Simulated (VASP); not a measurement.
Input of a VASP 6.6.1 run:

File INCAR:

```
  ALGO = Normal
  EDIFF = 1E-6
  ENCUT = 520
  GGA = PE
  ISIF = 2
  ISMEAR = -1
  LASPH = T
  LCHARG = F
  LREAL = F
  LWAVE = F
  NBANDS = 30
  NELM = 60
  PREC = Accurate
  SIGMA = 0.05
```

Contents of KPOINTS:

```
k-points
0
Gamma
  8 8 3
```

File POSCAR:

```
La
1.0
    3.8439403405      0.0000000000      0.0000000000
   -1.9219701703      3.3289499856      0.0000000000
    0.0000000000      0.0000000000     12.3974723078
La
4
Direct
    0.6666666667      0.3333333333      0.2500000000
    0.3333333333      0.6666666667      0.7500000000
    0.0000000000      0.0000000000      0.5000000000
    0.0000000000      0.0000000000      0.0000000000
```

Potentials or basis: VASP PAW PBE potentials, release 64 (La).

The run is started by

```sh
$ cat potpaw_PBE.64/La/POTCAR > POTCAR
$ mpirun -np 1 vasp_std > vasp.out
```

Question: Estimate the band gap on the k mesh.

Answer: Zero (bands 22 and 23 overlap by 1.10 eV).

Question: Estimate the pressure.

Answer: -1.5 GPa.

Caveat: spin-orbit coupling is left out, which moves the levels of the heavy elements.
